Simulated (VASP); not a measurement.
Set up this calculation in VASP 6.6.1, as the native input.

```yaml
Task: single point
Functional: PBE
Potentials_or_basis: VASP PAW PBE potentials, release 64 (Mn_pv, Si)
Cutoff: 520 eV
k_mesh: 8 × 8 × 8
Occupations: gaussian, width 0.1 eV
Spin: no spin polarisation
Dipole_correction: no
Further_INCAR_settings: ALGO = Normal; EDIFF = 1e-06; NBANDS = 44
```

The structure of MnSi lies in POSCAR:

```
MnSi
1.0
    4.4977146165      0.0000000000      0.0000000000
    0.0000000000      4.4977146165      0.0000000000
    0.0000000000      0.0000000000      4.4977146165
Mn Si
4 4
Direct
    0.3628419311      0.1371580689      0.8628419311
    0.1371580689      0.8628419311      0.3628419311
    0.8628419311      0.3628419311      0.1371580689
    0.6371580689      0.6371580689      0.6371580689
    0.6543870425      0.8456129575      0.1543870425
    0.8456129575      0.1543870425      0.6543870425
    0.1543870425      0.6543870425      0.8456129575
    0.3456129575      0.3456129575      0.3456129575
```

The input as run:

INCAR

```
PREC     = Accurate       # precision mode
ENCUT    = 520            # plane-wave cutoff, eV
EDIFF    = 1E-6           # SCF threshold, eV
ISMEAR   = 0              # smearing method
SIGMA    = 0.1            # smearing width, eV
LREAL    = False          # projectors in reciprocal space
LASPH    = True           # aspherical terms in the spheres
NELM     = 100            # most SCF steps
ALGO     = Normal         # electronic algorithm
ISIF     = 2              # what is computed and relaxed
LWAVE    = False          # write WAVECAR
LCHARG   = False          # write CHGCAR
GGA      = PE             # functional
NBANDS   = 44             # bands
```

KPOINTS

```
Automatic mesh
0
Gamma
  8 8 8
```

Potentials or basis: VASP PAW PBE potentials, release 64 (Mn_pv, Si).

Launch:

```console
$ cat potpaw_PBE.64/Mn_pv/POTCAR potpaw_PBE.64/Si/POTCAR > POTCAR
$ mpirun -np 1 vasp_std > vasp.out
```

It gave:

```json
{
  "Pressure": "0.0 GPa",
  "Largest force": "0.013 eV/Å",
  "Band gap on the k mesh": "zero (bands 34 and 35 overlap by 0.49 eV)"
}
```

Caveat: the run has no spin polarisation, though such a crystal can be magnetic.

It took 74 s on 1 thread of Intel(R) Xeon(R) 6975P-C (Granite Rapids), with other jobs on the host, peak memory 0.28 GiB.
